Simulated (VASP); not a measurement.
Input of a VASP 6.6.1 run:

File INCAR:

```
SYSTEM = Re
  ALGO = Fast
  EDIFF = 1E-6
  ENCUT = 520
  GGA = PE
  ISIF = 2
  ISMEAR = 0
  LASPH = .True.
  LCHARG = .False.
  LREAL = .False.
  LWAVE = .False.
  NBANDS = 10
  NELM = 100
  PREC = Accurate
  SIGMA = 0.15
```

The input KPOINTS:

```
k-points
0
Gamma
  10 10 10
  0 0 0
```

The input POSCAR:

```
Re
1.0
    0.0000000000      2.0393367317      1.6598161659
    2.0393367317      0.0000000000      1.6598161659
    2.0393367317      2.0393367317      0.0000000000
Re
1
Direct
    0.0000000000      0.0000000000      0.0000000000
```

Potentials or basis: VASP PAW PBE potentials, release 64 (Re).

The run is started by

```console
$ cat potpaw_PBE.64/Re/POTCAR > POTCAR
$ mpirun -np 1 vasp_std > vasp.out
```

Predict the band gap on the k mesh.

zero (an odd number of electrons rules out a gap without spin polarisation).

Estimate the pressure.

39.6 GPa.

Stress tensor (GPa, compression positive):
```
33.30  0.00  0.00
 0.00 33.30  0.00
 0.00  0.00 52.25
```

Caveat: the cell stands under pressure; spin-orbit coupling is left out, which moves the levels of the heavy elements.
